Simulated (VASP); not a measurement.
# Zn7O (P3m1) in VASP: single point with r2SCAN

Aim: the single point of Zn7O with r2SCAN.

Program: VASP 6.6.1. These are calculated values, not measurements. Logs are shortened: lines on timing, memory, paths and dates and some standing lists are left out, and cuts for length are marked.

## Step 1: The cell of the first run

It takes space group P3m1 (No. 156, trigonal). Conventional cell: a = 2.993 Å, b = 2.993 Å, c = 15.318 Å, α = 90.00°, β = 90.00°, γ = 120.00°. Within 3.5 Å of Zn (site symmetry 3m) lie 12 Zn at 2.67 to 2.99 Å. Within 3.5 Å of Zn (site symmetry 3m) lie 12 Zn at 2.63 to 2.99 Å. Zn (site symmetry 3m) has 12 Zn at 2.69 to 2.99 Å within 3.5 Å. Within 3.5 Å of Zn (site symmetry 3m) lie 12 Zn at 2.69 to 2.99 Å. Within 2.7 Å of Zn (site symmetry 3m) lie 1 O at 1.92 Å and 3 Zn at 2.63 Å. Within 2.6 Å of Zn (site symmetry 3m) lie 3 O at 1.99 Å. Within 3.6 Å of Zn (site symmetry 3m) lie 12 Zn at 2.71 to 2.99 Å and 1 O at 3.15 Å. O (site symmetry 3m) has 4 Zn at 1.92 to 1.99 Å within 2.6 Å.

## Step 2: Single point, r2SCAN

Input file POSCAR:

```
Zn7O
1.0
    2.9928430578      0.0000000000      0.0000000000
   -1.4964215289      2.5918781176      0.0000000000
    0.0000000000      0.0000000000     15.3183679688
Zn O
7 1
Direct
    0.3333333333      0.6666666667      0.7338148819
    0.6666666667      0.3333333333      0.8670370632
    0.3333333333      0.6666666667      0.4637433228
    0.0000000000      0.0000000000      0.5981990777
    0.0000000000      0.0000000000     -0.0039580286
    0.3333333333      0.6666666667      0.1862651795
    0.0000000000      0.0000000000      0.3272959140
    0.0000000000      0.0000000000      0.1216025896
```

Input file INCAR.step1:

```
PREC = Accurate
ENCUT = 520
ISMEAR = 0
SIGMA = 0.1
LREAL = False
LASPH = True
NELM = 60
NBANDS = 55
GGA = PE
ALGO = Normal
EDIFF = 1E-4
LWAVE = True
LCHARG = False
```

Input file INCAR.step2:

```
PREC = Accurate
ENCUT = 520
EDIFF = 1E-6
ISMEAR = 0
SIGMA = 0.1
LREAL = False
LASPH = True
NELM = 60
ALGO = Normal
ISIF = 2
LWAVE = False
LCHARG = True
METAGGA = R2SCAN
LMIXTAU = True
LELF = True
LVHAR = True
NBANDS = 55
ISTART = 1
```

Input file KPOINTS:

```
regular mesh
0
Gamma
  12 12 2
```

Potentials or basis: VASP PAW PBE potentials, release 64 (Zn, O).

Started as:

```sh
cat potpaw_PBE.64/Zn/POTCAR potpaw_PBE.64/O/POTCAR > POTCAR
cp INCAR.step1 INCAR
mpirun -np 1 vasp_std > vasp.out
cp INCAR.step2 INCAR
mpirun -np 1 vasp_std > vasp.out
```

OUTCAR:

```text
PREC = Accurate
   ENCUT = 520
   EDIFF = 1E-6
   ISMEAR = 0
   LREAL = False
   LASPH = True
   NELM = 60
   ISIF = 2
   METAGGA = R2SCAN
   ISTART = 1

 ion  position               nearest neighbor table
   1  0.333  0.667  0.734-   2 2.67   2 2.67   2 2.67   4 2.70   4 2.70   4 2.70
   2  0.667  0.333  0.867-   5 2.63   5 2.63   5 2.63   1 2.67   1 2.67   1 2.67
   3  0.333  0.667  0.464-   4 2.69   4 2.69   4 2.69   7 2.71   7 2.71   7 2.71
   4  0.000  0.000  0.598-   3 2.69   3 2.69   3 2.69   1 2.70   1 2.70   1 2.70
   5  0.000  0.000  0.996-   8 1.92   2 2.63   2 2.63   2 2.63
   6  0.333  0.667  0.186-   8 1.99   8 1.99   8 1.99   7 2.77   7 2.77   7 2.77
   7  0.000  0.000  0.327-   3 2.71   3 2.71   3 2.71   6 2.77   6 2.77   6 2.77
   8  0.000  0.000  0.122-   5 1.92   6 1.99   6 1.99   6 1.99

  LATTYP: Found a hexagonal cell.
 ALAT       =     2.9928430578
 C/A-ratio  =     5.1183331945

  Lattice vectors:

 A1 = (   2.9928430578,   0.0000000000,   0.0000000000)
 A2 = (  -1.4964215289,   2.5918781176,   0.0000000000)
 A3 = (   0.0000000000,   0.0000000000,  15.3183679688)

Analysis of symmetry for initial positions (statically):
=====================================================================
 Subroutine PRICEL returns:
 Original cell was already a primitive cell.

 Routine SETGRP: Setting up the symmetry group for a
 hexagonal supercell.

 Subroutine GETGRP returns: Found  6 space group operations
 (whereof  6 operations were pure point group operations)
 out of a pool of 24 trial point group operations.

The static configuration has the point symmetry C_3v.

Analysis of symmetry for dynamics (positions and initial velocities):
=====================================================================
 Subroutine PRICEL returns:
 Original cell was already a primitive cell.

 Routine SETGRP: Setting up the symmetry group for a
 hexagonal supercell.

 Subroutine GETGRP returns: Found  6 space group operations
 (whereof  6 operations were pure point group operations)
 out of a pool of 24 trial point group operations.

The dynamic configuration has the point symmetry C_3v.

 Subroutine INISYM returns: Found  6 space group operations
 (whereof  6 operations are pure point group operations),
 and found     1 'primitive' translations

----------------------------------------------------------------------------------------

                                     Primitive cell

  volume of cell :     118.8259

  direct lattice vectors                    reciprocal lattice vectors
     2.992843058  0.000000000  0.000000000     0.334130451  0.192910306  0.000000000
    -1.496421529  2.591878118  0.000000000     0.000000000  0.385820611  0.000000000
     0.000000000  0.000000000 15.318367969     0.000000000  0.000000000  0.065281106

  length of vectors
     2.992843058  2.992843058 15.318367969     0.385820611  0.385820611  0.065281106

  position of ions in fractional coordinates (direct lattice)
     0.333333333  0.666666667  0.733814882
     0.666666667  0.333333333  0.867037063
     0.333333333  0.666666667  0.463743323
     0.000000000  0.000000000  0.598199078
     0.000000000  0.000000000  0.996041971
     0.333333333  0.666666667  0.186265179
     0.000000000  0.000000000  0.327295914
     0.000000000  0.000000000  0.121602590

  ion indices of the primitive-cell ions
   primitive index   ion index
                 1           1
                 2           2
                 3           3
                 4           4
                 5           5
                 6           6
                 7           7
                 8           8

----------------------------------------------------------------------------------------

 KPOINTS: regular mesh

Automatic generation of k-mesh.
 Grid dimensions read from file:
 generate k-points for:   12   12    2

 Generating k-lattice:

  Cartesian coordinates                     Fractional coordinates (reciprocal lattice)
     0.027844204  0.016075859  0.000000000     0.083333333 -0.000000000  0.000000000
     0.000000000  0.032151718  0.000000000     0.000000000  0.083333333  0.000000000
     0.000000000  0.000000000  0.032640553     0.000000000  0.000000000  0.500000000

  Length of vectors
     0.032151718  0.032151718  0.032640553

  Shift w.r.t. Gamma in fractional coordinates (k-lattice)
     0.000000000  0.000000000  0.000000000

 Subroutine IBZKPT returns following result:
 ===========================================

 Found     38 irreducible k-points:

 Following reciprocal coordinates:
            Coordinates               Weight
  0.000000  0.000000  0.000000      1.000000
  0.083333  0.000000  0.000000      6.000000
  0.166667 -0.000000  0.000000      6.000000
  0.250000 -0.000000  0.000000      6.000000
  0.333333 -0.000000  0.000000      6.000000
  0.416667 -0.000000  0.000000      6.000000
[... 16 lines left out ...]
  0.250000 -0.000000  0.500000      6.000000
  0.333333 -0.000000  0.500000      6.000000
 [... further k-points ...]
   k-points           NKPTS =     38   k-points in BZ     NKDIM =     38   number of bands    NBANDS=     55
   number of dos      NEDOS =    301   number of ions     NIONS =      8
   total plane-waves  NPLWV =  69120
   dimension x,y,z NGX =    24 NGY =   24 NGZ =  120
   dimension x,y,z NGXF=    48 NGYF=   48 NGZF=  240
   ions per type =               7   1
   NGX,Y,Z   is equivalent  to a cutoff of  13.33, 13.33, 13.02 a.u.
   NGXF,Y,Z  is equivalent  to a cutoff of  26.66, 26.66, 26.05 a.u.
 SYSTEM =  unknown system
   PREC   = accura    normal or accurate (medium, high low for compatibility)
   ISTART =      1    job   : 0-new  1-cont  2-samecut
   ICHARG =      0    charge: 1-file 2-atom 10-const
   ISPIN  =      1    spin polarized calculation?
   LNONCOLLINEAR =      F non collinear calculations
   LSORBIT =      F    spin-orbit coupling
   LASPH  =      T    aspherical Exc in radial PAW
   ENCUT  =  520.0 eV  38.22 Ry    6.18 a.u.   5.56  5.56 28.48*2*pi/ulx,y,z
   NELM   =     60;   NELMIN=  2; NELMDL=  0     # of ELM steps
   EDIFF  = 0.1E-05   stopping-criterion for ELM
   LREAL  =      F    real-space projection
   EDIFFG = 0.1E-04   stopping-criterion for IOM
   NSW    =      0    number of steps for IOM
   IBRION =     -1    ionic relax: 0-MD 1-quasi-New 2-CG
   NFREE  =      0    steps in history (QN), initial steepest desc. (CG)
   ISIF   =      2    stress and relaxation
   ISYM   =      2    0-nonsym 1-usesym 2-fastsym
   POTIM  = 0.5000    time-step for ionic-motion
   TEBEG  =    0.0;   TEEND  =   0.0 temperature during run
   PSTRESS=    0.0 pullay stress
   NELECT =      90.0000    total number of electrons
   NUPDOWN=      -1.0000    fix difference up-down
   EMIN   =  10.00;   EMAX   =-10.00  energy-range for DOS
   EFERMI =   0.00;   METHOD = LEGACY
   ISMEAR =     0;   SIGMA  =   0.10  broadening in eV -4-tet -1-fermi 0-gaus
   EFERMI_NEDOS =   21; number of points for ismear=-14 and -15
   IALGO  =     38    algorithm
   IMIX   =      4    mixing-type and parameters
     AMIX     =   0.40;   BMIX     =  1.00
     AMIX_MAG =   1.60;   BMIX_MAG =  1.00
  volume/ion in A,a.u.               =      14.85       100.23
  Fermi-wavevector in a.u.,A,eV,Ry     =   1.492286  2.820011 30.299042  2.226917
  Thomas-Fermi vector in A             =   2.604833
   LORBIT       =      0    0 simple, 1 ext, 2 COOP (PROOUT), +10 PAW based schemes
   METAGGA = R2SCAN    functional components
   LHFCALC =     F    Hartree Fock is set to
   AEXX    =    0.0000 exact exchange contribution
   IVDW    =     0    specifies the selected vdW correction
   LEPSILON=     F    determine dielectric tensor
   LRPA    =     F    only Hartree local field effects (RPA)
 non-spin polarized calculation
 Gauss-broadening in eV      SIGMA  =   0.10
  energy-cutoff  :      520.00
  volume of cell :      118.83
 maximum number of plane-waves:      3260
 NGX is ok and might be reduce to    24
   NGX = 11   NGY = 11   NGZ = 57

 number of electron      89.9999947 magnetization

 Free energy of the ion-electron system (eV)
  ---------------------------------------------------
  ext. energy  EPLUGINS =         0.00000000
  ---------------------------------------------------
  free energy    TOTEN  =       -70.42579277 eV

  energy without entropy =      -70.41601416  energy(sigma->0) =      -70.42090346

 E-fermi :   2.6723     XC(G=0): -12.2479

 val. band max:        2.6545757159   @ k =   0.4167   0.1667   0.5000
 cond. band min:       2.7630067399   @ k =   0.2500   0.0833   0.0000
 fundamental gap:      0.1084310241
 Fermi energy:         2.6723091613

 k-point     1 :       0.0000    0.0000    0.0000
  band No.  band energies     occupation
      1     -17.9115      2.00000
      2      -7.5710      2.00000
      3      -7.1926      2.00000
      4      -6.1025      2.00000
      5      -5.9967      2.00000
      6      -5.8247      2.00000
[... 47 lines left out ...]
     54      15.5637      0.00000
     55      15.9667      0.00000

 k-point     2 :       0.0833    0.0000    0.0000
  band No.  band energies     occupation
      1     -17.8686      2.00000
      2      -7.4096      2.00000
      3      -7.0457      2.00000
      4      -5.9896      2.00000
      5      -5.9322      2.00000
      6      -5.7867      2.00000
[... 47 lines left out ...]
     54      14.2521      0.00000
     55      14.4435      0.00000

 k-point     3 :       0.1667   -0.0000    0.0000
  band No.  band energies     occupation
      1     -17.7487      2.00000
      2      -6.9453      2.00000
      3      -6.6414      2.00000
      4      -5.8067      2.00000
      5      -5.7514      2.00000
      6      -5.6947      2.00000
[... 1152 lines left out ...]
 k-point    23 :       0.2500   -0.0000    0.5000
  band No.  band energies     occupation
      1     -17.5797      2.00000
      2      -6.3589      2.00000
      3      -5.9930      2.00000
      4      -5.8868      2.00000
      5      -5.6757      2.00000
      6      -5.5996      2.00000
[... 47 lines left out ...]
     54      11.1135      0.00000
     55      11.4778      0.00000

 k-point    24 :       0.3333   -0.0000    0.5000
  band No.  band energies     occupation
      1     -17.4040      2.00000
      2      -5.9350      2.00000
      3      -5.8843      2.00000
      4      -5.7719      2.00000
      5      -5.7152      2.00000
      6      -5.6683      2.00000
[... 47 lines left out ...]
     54      10.3441      0.00000
     55      10.8630      0.00000

 [... further k-points ...]
[... 5 lines left out ...]
  --------------------------------------------------------------------------------------
  -------------------------------------------------------------------------------------
  Total       -2.8226699     -2.8226699     -2.8732595      0.0000000      0.0000000     -0.0000000
  in kB      -38.0591999    -38.0591999    -38.7413206      0.0000000      0.0000000     -0.0000000
  external PRESSURE =     -38.2865735 kB  Pullay stress =       0.0000000 kB

 VOLUME and BASIS-vectors are now :
 -----------------------------------------------------------------------------
  energy-cutoff  :      520.00
  volume of cell :      118.83
      direct lattice vectors                 reciprocal lattice vectors
     2.992843058  0.000000000  0.000000000     0.334130451  0.192910306  0.000000000
    -1.496421529  2.591878118  0.000000000     0.000000000  0.385820611  0.000000000
     0.000000000  0.000000000 15.318367969     0.000000000  0.000000000  0.065281106

 POSITION                                       TOTAL-FORCE (eV/Angst)
 -----------------------------------------------------------------------------------
     -0.00000      1.72792     11.24085        -0.000000     -0.000000      0.006461
      1.49642      0.86396     13.28159        -0.000000     -0.000000      0.030143
     -0.00000      1.72792      7.10379         0.000000     -0.000000      0.005910
      0.00000      0.00000      9.16343        -0.000000     -0.000000      0.008742
      0.00000      0.00000     15.25774        -0.000000     -0.000000      0.074254
     -0.00000      1.72792      2.85328         0.000000      0.000000     -0.214489
      0.00000      0.00000      5.01364        -0.000000      0.000000      0.039886
      0.00000      0.00000      1.86275        -0.000000     -0.000000      0.049093
 -----------------------------------------------------------------------------------
    total drift:                               -0.000019      0.000011     -0.041793

  FREE ENERGIE OF THE ION-ELECTRON SYSTEM (eV)
  ---------------------------------------------------
  free  energy   TOTEN  =       -70.4257927686 eV

  energy  without entropy=      -70.4160141599  energy(sigma->0) =      -70.42090346
```

It took 33 min on 1 thread of Oxide Virtual Turin-like, shared host; peak memory 0.34 GiB.

What came out:

```
Free energy            : -70.4258 eV
Pressure               : -3.8 GPa
Largest force          : 0.214 eV/Å
Band gap on the k mesh : zero (bands 45 and 46 overlap by 1.47 eV)
```

Forces in eV/Å, atoms in the order of the input:
```
Zn   0.000  0.000  0.006
Zn   0.000  0.000  0.030
Zn   0.000  0.000  0.006
Zn   0.000  0.000  0.009
Zn   0.000  0.000  0.074
Zn   0.000  0.000 -0.214
Zn   0.000  0.000  0.040
O    0.000  0.000  0.049
```

Caveat: the cell stands under tension; the PAW data sets were made with another functional, which shifts forces and pressure a little.

The gap in the log of VASP goes by the Fermi energy; the results here count the filled bands.